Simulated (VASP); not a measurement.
A run of VASP 6.6.1:

INCAR

```
PREC = Accurate
ENCUT = 600
EDIFF = 1E-7
ISMEAR = 1
SIGMA = 0.1
LREAL = False
LASPH = True
NELM = 100
ALGO = Normal
ISIF = 3
LWAVE = False
LCHARG = False
IBRION = 2
NSW = 60
EDIFFG = -0.02
```

File KPOINTS:

```
regular mesh
0
Gamma
  9 9 5
```

Contents of POSCAR:

```
Ti
1.0
    2.9500000000      0.0000000000      0.0000000000
   -1.4750000000      2.5547749400      0.0000000000
    0.0000000000      0.0000000000      4.6800000000
Ti
2
Direct
    0.3333333327      0.6666666654      0.2500000000
    0.6666666673      0.3333333346      0.7500000000
```

Potentials or basis: VASP PAW LDA potentials, release 64 (Ti_sv).

Launch:

```bash
$ cat potpaw_LDA.64/Ti_sv/POTCAR > POTCAR
$ mpirun -np 1 vasp_std > vasp.out
```

Hardware: 1 thread of Intel(R) Xeon(R) Platinum 8488C (Sapphire Rapids) (shared host).

Task: How long does it take, and how much memory?

Result: Run time: 81 s on 1 thread of Intel(R) Xeon(R) Platinum 8488C (Sapphire Rapids) (shared host), peak memory 0.16 GiB. Counts: scf iterations 62, k points 36, ion steps 6.
